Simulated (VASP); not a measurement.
AlN:

```xyz
2
Lattice="0.0000 2.1849 2.1849 2.1849 0.0000 2.1849 2.1849 2.1849 0.0000" Properties=species:S:1:pos:R:3 pbc="T T T"
Al    0.0000    0.0000    0.0000
N     1.0924    1.0924    1.0924
```

Base run:

```yaml
Program: VASP 6.6.1
Functional: PBEsol
Potentials_or_basis: VASP PAW PBE potentials, release 64 (Al, N)
Cutoff: 520 eV
k_mesh: 8 × 8 × 8
Occupations: gaussian, width 0.01 eV
Spin: no spin polarisation
```

Its results: band gap on the k mesh 3.19 eV, indirect (least direct gap 4.12 eV); pressure 1.1 GPa.

**Question.** The run is repeated on the same cell with these changes: cutoff from 520 eV to 600 eV; k mesh from 8 × 8 × 8 to 2 × 2 × 2. What comes out?

**Answer.** Band gap on the k mesh 2.69 eV, indirect (least direct gap 3.88 eV); pressure 5.6 GPa.

Caveats: some runs use coarse meshes; the PAW data sets were made with another functional, which shifts forces and pressure a little.

A k mesh can miss the band edges.
